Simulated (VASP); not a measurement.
# MgNi3Se4 (P4/mmm) in VASP: single point with PBE

Aim: the single point of MgNi3Se4 with PBE.

All numbers are computed with VASP 6.6.1; they aren't measurements. Logs are shortened: lines on timing, memory, paths and dates and some standing lists are left out, and cuts for length are marked.

## Step 1: The cell of the first run

It takes space group P4/mmm (No. 123, tetragonal). Conventional cell: a = 3.621 Å, b = 3.621 Å, c = 10.250 Å, α = 90.00°, β = 90.00°, γ = 90.00°. Mg (site symmetry 4/mmm) has 6 Se at 2.56 to 2.78 Å within 3.4 Å. Ni (site symmetry 4mm) has 6 Se at 2.55 to 2.58 Å within 3.4 Å. Within 3.1 Å of Ni (site symmetry 4/mmm) lie 6 Se at 2.35 to 2.56 Å. Within 3.1 Å of Se (site symmetry 4mm) lie 5 Ni at 2.35 to 2.57 Å and 1 Mg at 2.78 Å. Se (site symmetry 4/mmm) has 6 Ni at 2.55 to 2.56 Å within 3.4 Å. Se (site symmetry 4/mmm) has 4 Mg at 2.56 Å and 2 Ni at 2.58 Å within 3.4 Å.

## Step 2: Single point, PBE

File INCAR:

```
SYSTEM = MgNi3Se4
ALGO     = Normal         ! electronic algorithm
EDIFF    = 1E-7           ! SCF threshold, eV
ENCUT    = 520            ! plane-wave cutoff, eV
GGA      = PE             ! functional
ISIF     = 2              ! what is computed and relaxed
ISMEAR   = 0              ! smearing method
LASPH    = .TRUE.         ! aspherical terms in the spheres
LCHARG   = .TRUE.         ! write CHGCAR
LELF     = .TRUE.         ! ELF
LREAL    = .FALSE.        ! projectors in reciprocal space
LVHAR    = .TRUE.       
LWAVE    = .FALSE.        ! write WAVECAR
NBANDS   = 38             ! bands
NELM     = 60             ! most SCF steps
PREC     = Accurate       ! precision mode
SIGMA    = 0.1            ! smearing width, eV
```

File KPOINTS:

```
k-points
0
G
  10 10 4
  0 0 0
```

File POSCAR:

```
MgNi3Se4
1.0
    3.6205000524      0.0000000000      0.0000000000
    0.0000000000      3.6205000524      0.0000000000
    0.0000000000      0.0000000000     10.2503945443
Mg Ni Se
1 3 4
Direct
    0.0000000000      0.0000000000      0.0000000000
    0.5000000000      0.5000000000      0.2517132127
    0.5000000000      0.5000000000      0.7482867873
    0.0000000000      0.0000000000      0.5000000000
    0.0000000000      0.0000000000      0.2708220843
    0.5000000000      0.5000000000      0.5000000000
    0.0000000000      0.0000000000      0.7291779157
    0.5000000000      0.5000000000      0.0000000000
```

Potentials or basis: VASP PAW PBE potentials, release 64 (Mg, Ni, Se).

On the command line:

```
cat potpaw_PBE.64/Mg/POTCAR potpaw_PBE.64/Ni/POTCAR potpaw_PBE.64/Se/POTCAR > POTCAR
mpirun -np 1 vasp_std > vasp.out
```

OUTCAR:

```text
SYSTEM = MgNi3Se4
   EDIFF = 1E-7
   ENCUT = 520
   GGA = PE
   ISIF = 2
   ISMEAR = 0
   LASPH = .TRUE.
   LREAL = .FALSE.
   NELM = 60
   PREC = Accurate

 ion  position               nearest neighbor table
   1  0.000  0.000  0.000-   8 2.56   8 2.56   8 2.56   8 2.56   5 2.78   7 2.78
   2  0.500  0.500  0.252-   6 2.55   5 2.57   5 2.57   5 2.57   5 2.57   8 2.58
   3  0.500  0.500  0.748-   6 2.55   7 2.57   7 2.57   7 2.57   7 2.57   8 2.58
   4  0.000  0.000  0.500-   5 2.35   7 2.35   6 2.56   6 2.56   6 2.56   6 2.56
   5  0.000  0.000  0.271-   4 2.35   2 2.57   2 2.57   2 2.57   2 2.57   1 2.78
   6  0.500  0.500  0.500-   2 2.55   3 2.55   4 2.56   4 2.56   4 2.56   4 2.56
   7  0.000  0.000  0.729-   4 2.35   3 2.57   3 2.57   3 2.57   3 2.57   1 2.78
   8  0.500  0.500  0.000-   1 2.56   1 2.56   1 2.56   1 2.56   3 2.58   2 2.58

  LATTYP: Found a simple tetragonal cell.
 ALAT       =     3.6205000524
 C/A-ratio  =     2.8312096108

  Lattice vectors:

 A1 = (   3.6205000524,   0.0000000000,   0.0000000000)
 A2 = (   0.0000000000,   3.6205000524,   0.0000000000)
 A3 = (   0.0000000000,   0.0000000000,  10.2503945443)

Analysis of symmetry for initial positions (statically):
=====================================================================
 Subroutine PRICEL returns:
 Original cell was already a primitive cell.

 Routine SETGRP: Setting up the symmetry group for a
 simple tetragonal supercell.

 Subroutine GETGRP returns: Found 16 space group operations
 (whereof 16 operations were pure point group operations)
 out of a pool of 16 trial point group operations.

The static configuration has the point symmetry D_4h.

Analysis of symmetry for dynamics (positions and initial velocities):
=====================================================================
 Subroutine PRICEL returns:
 Original cell was already a primitive cell.

 Routine SETGRP: Setting up the symmetry group for a
 simple tetragonal supercell.

 Subroutine GETGRP returns: Found 16 space group operations
 (whereof 16 operations were pure point group operations)
 out of a pool of 16 trial point group operations.

The dynamic configuration has the point symmetry D_4h.

 Subroutine INISYM returns: Found 16 space group operations
 (whereof 16 operations are pure point group operations),
 and found     1 'primitive' translations

----------------------------------------------------------------------------------------

                                     Primitive cell

  volume of cell :     134.3624

  direct lattice vectors                    reciprocal lattice vectors
     3.620500052  0.000000000  0.000000000     0.276204940  0.000000000  0.000000000
     0.000000000  3.620500052  0.000000000     0.000000000  0.276204940  0.000000000
     0.000000000  0.000000000 10.250394544     0.000000000  0.000000000  0.097557220

  length of vectors
     3.620500052  3.620500052 10.250394544     0.276204940  0.276204940  0.097557220

  position of ions in fractional coordinates (direct lattice)
     0.000000000  0.000000000  0.000000000
     0.500000000  0.500000000  0.251713213
     0.500000000  0.500000000  0.748286787
     0.000000000  0.000000000  0.500000000
     0.000000000  0.000000000  0.270822084
     0.500000000  0.500000000  0.500000000
     0.000000000  0.000000000  0.729177916
     0.500000000  0.500000000  0.000000000

  ion indices of the primitive-cell ions
   primitive index   ion index
                 1           1
                 2           2
                 3           3
                 4           4
                 5           5
                 6           6
                 7           7
                 8           8

----------------------------------------------------------------------------------------

 KPOINTS: k-points

Automatic generation of k-mesh.
 Grid dimensions read from file:
 generate k-points for:   10   10    4

 Generating k-lattice:

  Cartesian coordinates                     Fractional coordinates (reciprocal lattice)
     0.027620494  0.000000000  0.000000000     0.100000000  0.000000000  0.000000000
     0.000000000  0.027620494  0.000000000     0.000000000  0.100000000  0.000000000
     0.000000000  0.000000000  0.024389305     0.000000000  0.000000000  0.250000000

  Length of vectors
     0.027620494  0.027620494  0.024389305

  Shift w.r.t. Gamma in fractional coordinates (k-lattice)
     0.000000000  0.000000000  0.000000000

 Subroutine IBZKPT returns following result:
 ===========================================

 Found     63 irreducible k-points:

 Following reciprocal coordinates:
            Coordinates               Weight
  0.000000  0.000000  0.000000      1.000000
  0.100000  0.000000  0.000000      4.000000
  0.200000  0.000000  0.000000      4.000000
  0.300000  0.000000  0.000000      4.000000
  0.400000  0.000000  0.000000      4.000000
  0.500000  0.000000  0.000000      2.000000
[... 16 lines left out ...]
  0.100000  0.000000  0.250000      8.000000
  0.200000  0.000000  0.250000      8.000000
 [... further k-points ...]
   k-points           NKPTS =     63   k-points in BZ     NKDIM =     63   number of bands    NBANDS=     38
   number of dos      NEDOS =    301   number of ions     NIONS =      8
   total plane-waves  NPLWV =  62720
   dimension x,y,z NGX =    28 NGY =   28 NGZ =   80
   dimension x,y,z NGXF=    56 NGYF=   56 NGZF=  160
   ions per type =               1   3   4
   NGX,Y,Z   is equivalent  to a cutoff of  12.86, 12.86, 12.97 a.u.
   NGXF,Y,Z  is equivalent  to a cutoff of  25.71, 25.71, 25.95 a.u.
 SYSTEM =  MgNi3Se4
   PREC   = accura    normal or accurate (medium, high low for compatibility)
   ISTART =      0    job   : 0-new  1-cont  2-samecut
   ICHARG =      2    charge: 1-file 2-atom 10-const
   ISPIN  =      1    spin polarized calculation?
   LNONCOLLINEAR =      F non collinear calculations
   LSORBIT =      F    spin-orbit coupling
   LASPH  =      T    aspherical Exc in radial PAW
   ENCUT  =  520.0 eV  38.22 Ry    6.18 a.u.   6.73  6.73 19.06*2*pi/ulx,y,z
   NELM   =     60;   NELMIN=  2; NELMDL= -5     # of ELM steps
   EDIFF  = 0.1E-06   stopping-criterion for ELM
   LREAL  =      F    real-space projection
   EDIFFG = 0.1E-05   stopping-criterion for IOM
   NSW    =      0    number of steps for IOM
   IBRION =     -1    ionic relax: 0-MD 1-quasi-New 2-CG
   NFREE  =      0    steps in history (QN), initial steepest desc. (CG)
   ISIF   =      2    stress and relaxation
   ISYM   =      2    0-nonsym 1-usesym 2-fastsym
   POTIM  = 0.5000    time-step for ionic-motion
   TEBEG  =    0.0;   TEEND  =   0.0 temperature during run
   PSTRESS=    0.0 pullay stress
   NELECT =      56.0000    total number of electrons
   NUPDOWN=      -1.0000    fix difference up-down
   EMIN   =  10.00;   EMAX   =-10.00  energy-range for DOS
   EFERMI =   0.00;   METHOD = LEGACY
   ISMEAR =     0;   SIGMA  =   0.10  broadening in eV -4-tet -1-fermi 0-gaus
   EFERMI_NEDOS =   21; number of points for ismear=-14 and -15
   IALGO  =     38    algorithm
   IMIX   =      4    mixing-type and parameters
     AMIX     =   0.40;   BMIX     =  1.00
     AMIX_MAG =   1.60;   BMIX_MAG =  1.00
  volume/ion in A,a.u.               =      16.80       113.34
  Fermi-wavevector in a.u.,A,eV,Ry     =   1.222864  2.310878 20.346113  1.495397
  Thomas-Fermi vector in A             =   2.357996
   LORBIT       =      0    0 simple, 1 ext, 2 COOP (PROOUT), +10 PAW based schemes
   GGA     = PE    functional components
   LHFCALC =     F    Hartree Fock is set to
   AEXX    =    0.0000 exact exchange contribution
   IVDW    =     0    specifies the selected vdW correction
   LEPSILON=     F    determine dielectric tensor
   LRPA    =     F    only Hartree local field effects (RPA)
 non-spin polarized calculation
 Gauss-broadening in eV      SIGMA  =   0.10
  energy-cutoff  :      520.00
  volume of cell :      134.36
 maximum number of plane-waves:      3664
 NGX is ok and might be reduce to    28
   NGX = 13   NGY = 13   NGZ = 39

 number of electron      56.0000045 magnetization

 Free energy of the ion-electron system (eV)
  ---------------------------------------------------
  ext. energy  EPLUGINS =         0.00000000
  ---------------------------------------------------
  free energy    TOTEN  =       -34.79278525 eV

  energy without entropy =      -34.76705686  energy(sigma->0) =      -34.77992105

 E-fermi :   6.0835     XC(G=0): -10.8489

 val. band max:        6.0789706237   @ k =   0.4000   0.2000   0.5000
 cond. band min:       6.0843387967   @ k =   0.4000   0.3000   0.5000
 fundamental gap:      0.0053681731
 Fermi energy:         6.0835303681

 k-point     1 :       0.0000    0.0000    0.0000
  band No.  band energies     occupation
      1      -8.8189      2.00000
      2      -7.9087      2.00000
      3      -7.9000      2.00000
      4      -6.8040      2.00000
      5       0.3163      2.00000
      6       1.4677      2.00000
[... 30 lines left out ...]
     37      12.4121      0.00000
     38      13.1185      0.00000

 k-point     2 :       0.1000    0.0000    0.0000
  band No.  band energies     occupation
      1      -8.7418      2.00000
      2      -7.8508      2.00000
      3      -7.8418      2.00000
      4      -6.7916      2.00000
      5       0.3979      2.00000
      6       1.3148      2.00000
[... 30 lines left out ...]
     37      12.6294      0.00000
     38      13.0404      0.00000

 k-point     3 :       0.2000    0.0000    0.0000
  band No.  band energies     occupation
      1      -8.5178      2.00000
      2      -7.6903      2.00000
      3      -7.6806      2.00000
      4      -6.7767      2.00000
      5       0.6390      2.00000
      6       0.7886      2.00000
[... 30 lines left out ...]
     37      12.0524      0.00000
[... 781 lines left out ...]
 k-point    23 :       0.1000    0.0000    0.2500
  band No.  band energies     occupation
      1      -8.6975      2.00000
      2      -8.1555      2.00000
      3      -7.5121      2.00000
      4      -6.8610      2.00000
      5       0.3853      2.00000
      6       0.9424      2.00000
[... 30 lines left out ...]
     37      12.5619      0.00000
     38      12.7479      0.00000

 k-point    24 :       0.2000    0.0000    0.2500
  band No.  band energies     occupation
      1      -8.4756      2.00000
      2      -7.9688      2.00000
      3      -7.3870      2.00000
      4      -6.8322      2.00000
      5       0.3884      2.00000
      6       0.6687      2.00000
[... 30 lines left out ...]
     37      12.5742      0.00000
     38      13.0572      0.00000

 [... further k-points ...]
[... 5 lines left out ...]
  --------------------------------------------------------------------------------------
  -------------------------------------------------------------------------------------
  Total        0.0821214      0.0821214      0.1173175      0.0000000      0.0000000      0.0000000
  in kB        0.9792407      0.9792407      1.3989287      0.0000000      0.0000000      0.0000000
  external PRESSURE =       1.1191367 kB  Pullay stress =       0.0000000 kB

 VOLUME and BASIS-vectors are now :
 -----------------------------------------------------------------------------
  energy-cutoff  :      520.00
  volume of cell :      134.36
      direct lattice vectors                 reciprocal lattice vectors
     3.620500052  0.000000000  0.000000000     0.276204940  0.000000000  0.000000000
     0.000000000  3.620500052  0.000000000     0.000000000  0.276204940  0.000000000
     0.000000000  0.000000000 10.250394544     0.000000000  0.000000000  0.097557220

 POSITION                                       TOTAL-FORCE (eV/Angst)
 -----------------------------------------------------------------------------------
      0.00000      0.00000      0.00000        -0.000000      0.000000      0.000000
      1.81025      1.81025      2.58016        -0.000000      0.000000     -0.001842
      1.81025      1.81025      7.67023        -0.000000      0.000000      0.001842
      0.00000      0.00000      5.12520        -0.000000      0.000000      0.000000
      0.00000      0.00000      2.77603        -0.000000      0.000000     -0.021548
      1.81025      1.81025      5.12520        -0.000000      0.000000      0.000000
      0.00000      0.00000      7.47436         0.000000     -0.000000      0.021548
      1.81025      1.81025      0.00000        -0.000000      0.000000      0.000000
 -----------------------------------------------------------------------------------
    total drift:                                0.000000      0.000000     -0.000000

  FREE ENERGIE OF THE ION-ELECTRON SYSTEM (eV)
  ---------------------------------------------------
  free  energy   TOTEN  =       -34.7927852492 eV

  energy  without entropy=      -34.7670568595  energy(sigma->0) =      -34.77992105
```

Run time: 5.1 min. Hardware: 1 thread of Intel Xeon Platinum 8375C at 2.90GHz (Ice Lake), shared host; peak memory 0.42 GiB.

What came out:

```yaml
Free_energy: -34.7928 eV
Pressure: 0.1 GPa
Largest_force: 0.022 eV/Å
Band_gap_on_the_k_mesh: zero (band 28 reaches 7.53 eV, above the bottom of band 29 at 5.28 eV)
```

Forces in eV/Å, atoms in the order of the input:
```
Mg   0.000  0.000  0.000
Ni   0.000  0.000 -0.002
Ni   0.000  0.000  0.002
Ni   0.000  0.000  0.000
Se   0.000  0.000 -0.022
Se   0.000  0.000  0.000
Se   0.000  0.000  0.022
Se   0.000  0.000  0.000
```

Levels at points of the mesh, in eV from the Fermi level:
| k point | band 25 | band 26 | band 27 | band 28 | band 29 | band 30 | band 31 | band 32 | band 33 | band 34 |
| --- | --- | --- | --- | --- | --- | --- | --- | --- | --- | --- |
| (0.00, 0.00, 0.00) | -0.79 | -0.65 | -0.58 | -0.58 | -0.51 | -0.51 | -0.14 | 1.34 | 3.06 | 3.98 |
| (0.50, 0.00, 0.00) | -0.76 | -0.64 | 1.13 | 1.45 | 1.55 | 1.74 | 1.78 | 3.62 | 3.69 | 4.69 |
| (0.50, 0.50, 0.00) | -1.00 | -0.94 | -0.94 | -0.89 | -0.80 | -0.78 | -0.76 | 1.24 | 1.26 | 4.94 |
| (0.00, 0.00, 0.50) | -0.55 | -0.51 | -0.51 | -0.45 | -0.45 | -0.41 | -0.31 | 1.98 | 2.08 | 3.98 |
| (0.50, 0.00, 0.50) | -0.66 | 0.09 | 0.61 | 0.74 | 1.46 | 1.53 | 1.72 | 4.34 | 4.67 | 4.78 |
| (0.50, 0.50, 0.50) | -1.08 | -0.94 | -0.94 | -0.89 | -0.81 | -0.79 | -0.75 | 2.09 | 2.75 | 2.91 |

Caveat: the run has no spin polarisation, though such a crystal can be magnetic. Spin polarisation is off, so any magnetic state and its effect on volume and gap are missing.
